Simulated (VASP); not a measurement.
Here is a VASP 6.6.1 calculation.

The input INCAR:

```
  ALGO = Normal
  EDIFF = 1E-6
  EDIFFG = -0.025
  ENCUT = 520
  GGA = PE
  IBRION = 2
  ISIF = 2
  ISMEAR = 0
  LASPH = True
  LCHARG = False
  LREAL = Auto
  LWAVE = False
  NELECT = 130.0
  NELM = 80
  NSW = 65
  PREC = Accurate
  SIGMA = 0.01
```

The input KPOINTS:

```
Automatic mesh
0
Gamma
  2 2 2
  0.5 0.5 0.5
```

The input POSCAR:

```
Be16HS16
1.0
    4.8761188970      4.8761188970      4.8761188970
   -4.8761188970     -4.8761188970      4.8761188970
    4.8761188970     -4.8761188970     -4.8761188970
Be S H
16 16 1
Direct
    0.7505458926      0.2505458926      0.0000000000
    0.0036195846      0.0000000000      0.0000000000
    0.7500000000      0.5000000000      0.7500000000
    0.0000000000      0.2500000000      0.7500000000
    0.2494541074      0.0000000000      0.7494541074
    0.2494541074      0.7494541074      0.0000000000
    0.5000000000      0.5036195846      0.0000000000
    0.7505458926      0.0000000000      0.2505458926
    0.7500000000      0.7500000000      0.5000000000
   -0.0036195846      0.4963804154      0.4963804154
    0.2500000000      0.2500000000      0.5000000000
    0.5000000000      0.0000000000      0.5036195846
    0.5000000000      0.7494541074      0.7494541074
    0.0000000000      0.7500000000      0.2500000000
    0.2500000000      0.5000000000      0.2500000000
    0.5000000000      0.2505458926      0.2505458926
    0.7503775054      0.2503775054      0.7505105455
    0.0001330400      0.0000000000      0.7496224946
    0.7494894545      0.4998669600      0.4998669600
   -0.0001330400      0.2494894545      0.4998669600
    0.2496224946      0.0000000000      0.5001330400
    0.2463695511      0.7463695511      0.7463695511
    0.5000000000      0.5001330400      0.7496224946
    0.7536304489      0.0000000000      0.0000000000
    0.7503775054      0.7505105455      0.2503775054
   -0.0001330400      0.4998669600      0.2494894545
    0.2505105455      0.2503775054      0.2503775054
    0.5000000000      0.0000000000      0.2536304489
    0.5000000000      0.7496224946      0.5001330400
    0.0001330400      0.7496224946      0.0000000000
    0.2496224946      0.5001330400      0.0000000000
    0.5000000000      0.2536304489      0.0000000000
    0.5000000000      0.0000000000      0.0000000000
```

Potentials or basis: VASP PAW PBE potentials, release 64 (Be, S, H).

Run with:

```bash
$ cat potpaw_PBE.64/Be/POTCAR potpaw_PBE.64/S/POTCAR potpaw_PBE.64/H/POTCAR > POTCAR
$ mpirun -np 1 vasp_std > vasp.out
```

Task: Predict the energy gained by relaxing.

Result: 4.0 meV/atom.

Forces in eV/Å, atoms in the order of the input:
```
Be   0.000  0.000  0.012
Be   0.006  0.006  0.006
Be   0.000  0.000  0.000
Be   0.000  0.000  0.000
Be  -0.012  0.000  0.000
Be   0.000  0.000 -0.012
Be  -0.006 -0.006  0.006
Be   0.012  0.000  0.000
Be   0.000  0.000  0.000
Be  -0.006  0.006 -0.006
Be   0.000  0.000  0.000
Be   0.006 -0.006 -0.006
Be   0.000  0.012  0.000
Be   0.000  0.000  0.000
Be   0.000  0.000  0.000
Be   0.000 -0.012  0.000
S   -0.002  0.002  0.004
S   -0.004 -0.002 -0.002
S    0.002 -0.004  0.002
S    0.004 -0.002  0.002
S   -0.004  0.002  0.002
S   -0.001  0.001 -0.001
S    0.002  0.004 -0.002
S    0.001  0.001  0.001
S    0.004  0.002 -0.002
S    0.002 -0.002  0.004
S   -0.002 -0.004 -0.002
S    0.001 -0.001 -0.001
S   -0.002  0.004  0.002
S   -0.002 -0.002 -0.004
S    0.002  0.002 -0.004
S   -0.001 -0.001  0.001
H    0.000  0.000  0.000
```

Caveat: the cell carries a net charge on a neutralising background, which shifts energy and pressure; the cell differs from its parent crystal (with an interstitial atom).
